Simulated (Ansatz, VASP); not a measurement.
## One calculation of Zn, two programs

```
CELL_PARAMETERS angstrom
0.00000 2.07415 1.76303
2.07415 0.00000 1.76303
2.07415 2.07415 0.00000
ATOMIC_POSITIONS crystal
Zn 0.00000 0.00000 0.00000
```

Alike in both runs: task single point; functional PBE; k mesh 22 × 22 × 22; occupations gaussian, width 0.15 eV; no spin polarisation.

|  | VASP | Ansatz |
| --- | --- | --- |
| version | VASP 6.6.1 | Ansatz 0.2.0 |
| potentials or method | VASP PAW PBE potentials, release 64 (Zn), cutoff 520 eV | scalar-relativistic, plane waves, PAW |
| valence electrons in the cell | 12 | 12 |

Ansatz gave:

* gap on the k mesh at the Fermi level (eV): none
* pressure (GPa): 0.4
* traceless stress, the component that is largest in VASP (GPa): 2.43

**Question.** Which values does VASP return?

**Answer.** gap on the k mesh at the Fermi level (eV): none; pressure (GPa): 0.6; traceless stress, the component that is largest in VASP (GPa): 2.43.

A gap of «none» marks a metal or a gap that the smearing closes. With one functional, cell and mesh, what is left measures potentials, basis and numerics.
